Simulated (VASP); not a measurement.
# CuO (C2/c) in VASP: single point with PBE

Aim: the single point of CuO with PBE.

Everything below comes from runs of VASP 6.6.1. Logs are shortened: lines on timing, memory, paths and dates and some standing lists are left out, and cuts for length are marked.

## Step 1: The cell of the first run

The structure is monoclinic, space group C2/c (No. 15). Conventional cell: a = 4.684 Å, b = 3.423 Å, c = 5.129 Å, α = 90.00°, β = 99.54°, γ = 90.00°. Cu (site symmetry -1) has 4 O at 1.95 to 1.96 Å within 2.6 Å. Within 2.6 Å of O (site symmetry 2) lie 4 Cu at 1.95 to 1.96 Å.

## Step 2: Single point, PBE, collinear spin, ferromagnetic start

Contents of INCAR:

```
PREC     = Accurate       # precision mode
ENCUT    = 520            # plane-wave cutoff, eV
EDIFF    = 1E-6           # SCF threshold, eV
ISMEAR   = 0              # smearing method
SIGMA    = 0.1            # smearing width, eV
LREAL    = F              # projectors in reciprocal space
LASPH    = T              # aspherical terms in the spheres
NELM     = 150            # most SCF steps
ALGO     = Normal         # electronic algorithm
ISIF     = 2              # what is computed and relaxed
LWAVE    = F              # write WAVECAR
LCHARG   = F              # write CHGCAR
ISPIN    = 2              # spin polarisation
MAGMOM   = 1 1 0 0        # initial moments
LORBIT   = 11             # projections on sites
LMAXMIX  = 4              # l up to which the mixer works
GGA      = PE             # functional
NBANDS   = 29             # bands
```

Contents of KPOINTS:

```
Automatic mesh
0
Gamma
  6 6 4
```

Contents of POSCAR:

```
CuO
1.0
    2.3418500400     -1.7113000200      0.0000000000
    2.3418500400      1.7113000200      0.0000000000
   -0.8500300000      0.0000000000      5.0578699100
Cu O
2 2
Direct
    0.0000000000      0.5000000000      0.0000000000
    0.5000000000      0.0000000000      0.5000000000
    0.5816000100      0.4183999900      0.2500000000
    0.4183999900      0.5816000100      0.7500000000
```

Potentials or basis: VASP PAW PBE potentials, release 64 (Cu, O).

Run with:

```console
cat potpaw_PBE.64/Cu/POTCAR potpaw_PBE.64/O/POTCAR > POTCAR
mpirun -np 1 vasp_std > vasp.out
```

OUTCAR:

```text
PREC = Accurate
   ENCUT = 520
   EDIFF = 1E-6
   ISMEAR = 0
   LREAL = F
   LASPH = T
   NELM = 150
   ISIF = 2
   ISPIN = 2
   LORBIT = 11
   GGA = PE

 ion  position               nearest neighbor table
   1  0.000  0.500  0.000-   3 1.95   4 1.95   4 1.96   3 1.96
   2  0.500  0.000  0.500-   4 1.95   3 1.95   4 1.96   3 1.96
   3  0.582  0.418  0.250-   2 1.95   1 1.95   2 1.96   1 1.96
   4  0.418  0.582  0.750-   1 1.95   2 1.95   2 1.96   1 1.96

  LATTYP: Found a base centered monoclinic cell.
 ALAT       =     4.6837000800
 B/A-ratio  =     0.7307470550
 C/A-ratio  =     1.0950318866
 COS(beta)  =    -0.1657365943

  Lattice vectors:

 A1 = (   2.3418500400,  -1.7113000200,   0.0000000000)
 A2 = (   2.3418500400,   1.7113000200,   0.0000000000)
 A3 = (  -0.8500300000,   0.0000000000,   5.0578699100)

Analysis of symmetry for initial positions (statically):
=====================================================================
 Subroutine PRICEL returns:
 Original cell was already a primitive cell.

 Routine SETGRP: Setting up the symmetry group for a
 base centered monoclinic supercell.

 Subroutine GETGRP returns: Found  4 space group operations
 (whereof  2 operations were pure point group operations)
 out of a pool of  4 trial point group operations.

The static configuration has the point symmetry S_2 .
 The point group associated with its full space group is C_2h.

Analysis of symmetry for dynamics (positions and initial velocities):
=====================================================================
 Subroutine PRICEL returns:
 Original cell was already a primitive cell.

 Routine SETGRP: Setting up the symmetry group for a
 base centered monoclinic supercell.

 Subroutine GETGRP returns: Found  4 space group operations
 (whereof  2 operations were pure point group operations)
 out of a pool of  4 trial point group operations.

The dynamic configuration has the point symmetry S_2 .
 The point group associated with its full space group is C_2h.

Analysis of structural, dynamic, and magnetic symmetry:
=====================================================================
 Subroutine PRICEL returns:
 Original cell was already a primitive cell.

 Routine SETGRP: Setting up the symmetry group for a
 base centered monoclinic supercell.

 Subroutine GETGRP returns: Found  4 space group operations
 (whereof  2 operations were pure point group operations)
 out of a pool of  4 trial point group operations.

[... 126 lines left out ...]
  volume/ion in A,a.u.               =      10.13        68.39
  Fermi-wavevector in a.u.,A,eV,Ry     =   1.543856  2.917465 32.429376  2.383492
  Thomas-Fermi vector in A             =   2.649460
   LORBIT       =     11    0 simple, 1 ext, 2 COOP (PROOUT), +10 PAW based schemes
   GGA     = PE    functional components
   LHFCALC =     F    Hartree Fock is set to
   AEXX    =    0.0000 exact exchange contribution
   IVDW    =     0    specifies the selected vdW correction
   LEPSILON=     F    determine dielectric tensor
   LRPA    =     F    only Hartree local field effects (RPA)
 spin polarized calculation
 Gauss-broadening in eV      SIGMA  =   0.10
  energy-cutoff  :      520.00
  volume of cell :       40.54
 maximum number of plane-waves:      1129
 NGX is ok and might be reduce to    24
   NGX = 11   NGY = 11   NGZ = 19

 number of electron      34.0000001 magnetization       0.0045020

 Free energy of the ion-electron system (eV)
  ---------------------------------------------------
  ext. energy  EPLUGINS =         0.00000000
  ---------------------------------------------------
  free energy    TOTEN  =       -19.52619148 eV

  energy without entropy =      -19.51260101  energy(sigma->0) =      -19.51939624

 E-fermi :   5.7178     XC(G=0): -11.9146

 val. band max:        5.7078142297   @ k =   0.3333   0.3333   0.2500
 cond. band min:       5.7185953535   @ k =  -0.3333   0.0000   0.2500
 fundamental gap:      0.0107811238
 Fermi energy:         5.7178408047

 spin component 1

 k-point     1 :       0.0000    0.0000    0.0000
  band No.  band energies     occupation
      1     -14.2132      1.00000
      2     -12.8868      1.00000
      3      -2.4334      1.00000
      4       0.1592      1.00000
      5       0.5547      1.00000
      6       2.4057      1.00000
[... 757 lines left out ...]
     28      27.8881      0.00000
     29      28.2107      0.00000

 [... further k-points ...]

 spin component 2

 k-point     1 :       0.0000    0.0000    0.0000
  band No.  band energies     occupation
      1     -14.2120      1.00000
      2     -12.8854      1.00000
      3      -2.4324      1.00000
      4       0.1609      1.00000
      5       0.5568      1.00000
      6       2.4067      1.00000
[... 757 lines left out ...]
     28      27.8883      0.00000
     29      28.2110      0.00000

 [... further k-points ...]
[... 5 lines left out ...]
  --------------------------------------------------------------------------------------
  -------------------------------------------------------------------------------------
  Total        1.5991304      1.8417766      1.4432437      0.0000000      0.0000000     -0.3035137
  in kB       63.1991982     72.7888131     57.0384058      0.0000000      0.0000000    -11.9951584
  external PRESSURE =      64.3421390 kB  Pullay stress =       0.0000000 kB

 VOLUME and BASIS-vectors are now :
 -----------------------------------------------------------------------------
  energy-cutoff  :      520.00
  volume of cell :       40.54
      direct lattice vectors                 reciprocal lattice vectors
     2.341850040 -1.711300020  0.000000000     0.213506412 -0.292175536  0.035882073
     2.341850040  1.711300020  0.000000000     0.213506412  0.292175536  0.035882073
    -0.850030000  0.000000000  5.057869910     0.000000000  0.000000000  0.197711688

 POSITION                                       TOTAL-FORCE (eV/Angst)
 -----------------------------------------------------------------------------------
      1.17093      0.85565      0.00000        -0.000000      0.000000     -0.000000
      0.74591     -0.85565      2.52893        -0.000000      0.000000     -0.000000
      2.12934     -0.27928      1.26447         0.000000      0.245852     -0.000000
      1.70433      0.27928      3.79340         0.000000     -0.245852      0.000000
 -----------------------------------------------------------------------------------
    total drift:                               -0.000000     -0.000000     -0.000000

  FREE ENERGIE OF THE ION-ELECTRON SYSTEM (eV)
  ---------------------------------------------------
  free  energy   TOTEN  =       -19.5261914757 eV

  energy  without entropy=      -19.5126010090  energy(sigma->0) =      -19.51939624

 total charge

# of ion       s       p       d       tot
------------------------------------------
    1        0.379   0.387   9.142   9.909
    2        0.379   0.387   9.142   9.909
    3        1.577   3.384   0.000   4.961
    4        1.577   3.384   0.000   4.961
--------------------------------------------------
tot          3.913   7.542  18.284  29.739

 magnetization (x)

# of ion       s       p       d       tot
------------------------------------------
    1       -0.000   0.000   0.001   0.001
    2       -0.000   0.000   0.001   0.001
    3        0.000   0.001   0.000   0.001
    4        0.000   0.001   0.000   0.001
--------------------------------------------------
tot          0.000   0.001   0.002   0.004
```

OSZICAR:

```text
N       E                     dE             d eps       ncg     rms          rms(c)
DAV:   1     0.295576151811E+03    0.29558E+03   -0.15907E+04  6085   0.187E+03
DAV:   2     0.114315107555E+02   -0.28414E+03   -0.25625E+03  5560   0.373E+02
DAV:   3    -0.245365825982E+02   -0.35968E+02   -0.33587E+02  6184   0.137E+02
DAV:   4    -0.256158748870E+02   -0.10793E+01   -0.10728E+01  6777   0.265E+01
DAV:   5    -0.256333817873E+02   -0.17507E-01   -0.17506E-01  6469   0.317E+00    0.181E+01
DAV:   6    -0.222243564383E+02    0.34090E+01   -0.26182E+01  7494   0.133E+02    0.159E+01
DAV:   7    -0.194457555242E+02    0.27786E+01   -0.76966E+00  6773   0.975E+01    0.286E+00
DAV:   8    -0.195335637521E+02   -0.87808E-01   -0.11703E+00  6813   0.796E+00    0.136E+00
DAV:   9    -0.195233394920E+02    0.10224E-01   -0.37115E-02  7901   0.360E+00    0.320E-01
DAV:  10    -0.195259678797E+02   -0.26284E-02   -0.44029E-03  7880   0.856E-01    0.148E-01
DAV:  11    -0.195260904621E+02   -0.12258E-03   -0.43738E-04  8087   0.265E-01    0.548E-02
DAV:  12    -0.195261737664E+02   -0.83304E-04   -0.76032E-05  8278   0.163E-01    0.445E-02
DAV:  13    -0.195261892853E+02   -0.15519E-04   -0.19216E-05  8118   0.838E-02    0.215E-02
DAV:  14    -0.195261877187E+02    0.15667E-05   -0.13563E-05  8134   0.420E-02    0.171E-02
DAV:  15    -0.195261898384E+02   -0.21197E-05   -0.16339E-06  4083   0.327E-02    0.737E-03
DAV:  16    -0.195261911050E+02   -0.12666E-05   -0.80159E-07  3061   0.202E-02    0.499E-03
DAV:  17    -0.195261914757E+02   -0.37065E-06   -0.45915E-07  2856   0.965E-03
   1 F= -.19526191E+02 E0= -.19519396E+02  d E =-.135905E-01  mag=     0.0014
```

stdout:

```text
POSCAR found type information on POSCAR CuO
 POSCAR found :  2 types and       4 ions
 scaLAPACK will be used
 LDA part: xc-table for (Slater+PW92), standard interpolation
 POSCAR, INCAR and KPOINTS ok, starting setup
 FFT: planning ... GRIDC
 FFT: planning ... GRID_SOFT
 FFT: planning ... GRID
 WAVECAR not read
 entering main loop
```

It took 54 s on 1 thread of Intel Xeon Platinum 8559C (Emerald Rapids), shared host; peak memory 0.22 GiB.

What came out:

- Free energy: -19.5262 eV
- Pressure: 6.4 GPa
- Largest force: 0.246 eV/Å
- Band gap on the k mesh: zero (filled and empty bands overlap)
- Net moment: 0.00 μB per cell
- Valence electrons inside the program's atomic spheres: Cu 9.91; O 4.96

Forces in eV/Å, atoms in the order of the input:
```
Cu   0.000  0.000  0.000
Cu   0.000  0.000  0.000
O    0.000  0.246  0.000
O    0.000 -0.246  0.000
```

Stress tensor (GPa, compression positive):
```
 6.32  0.00 -1.20
 0.00  7.28  0.00
-1.20  0.00  5.70
```

Levels at points of the mesh, in eV from the Fermi level:
Spin up:
```csv
k point,band 15,band 16,band 17,band 18,band 19,band 20
"(0.00, 0.00, 0.00)",-2.17,-1.67,0.21,0.94,1.73,6.05
"(0.50, 0.00, 0.00)",-1.51,-1.42,0.01,0.26,4.88,6.33
"(0.50, 0.50, 0.00)",-1.67,-1.22,-0.66,1.07,3.36,7.12
"(0.00, 0.00, 0.50)",-1.52,-1.52,0.25,0.25,3.95,3.95
"(0.50, 0.00, 0.50)",-1.74,-1.61,-0.09,0.75,5.13,6.56
"(0.50, 0.50, 0.50)",-1.31,-1.31,-0.42,-0.42,5.23,5.23
```
Spin down:
| k point | band 15 | band 16 | band 17 | band 18 | band 19 | band 20 |
| --- | --- | --- | --- | --- | --- | --- |
| (0.00, 0.00, 0.00) | -2.17 | -1.66 | 0.22 | 0.95 | 1.73 | 6.05 |
| (0.50, 0.00, 0.00) | -1.51 | -1.42 | 0.01 | 0.26 | 4.88 | 6.33 |
| (0.50, 0.50, 0.00) | -1.67 | -1.22 | -0.66 | 1.07 | 3.36 | 7.12 |
| (0.00, 0.00, 0.50) | -1.52 | -1.52 | 0.25 | 0.25 | 3.95 | 3.95 |
| (0.50, 0.00, 0.50) | -1.73 | -1.61 | -0.09 | 0.75 | 5.13 | 6.56 |
| (0.50, 0.50, 0.50) | -1.31 | -1.31 | -0.42 | -0.42 | 5.23 | 5.23 |

Caveat: the k points lie up to 0.38 Å⁻¹ apart; semilocal functionals often make such compounds metallic where correlation or magnetic order opens a gap, which also shifts bond lengths.
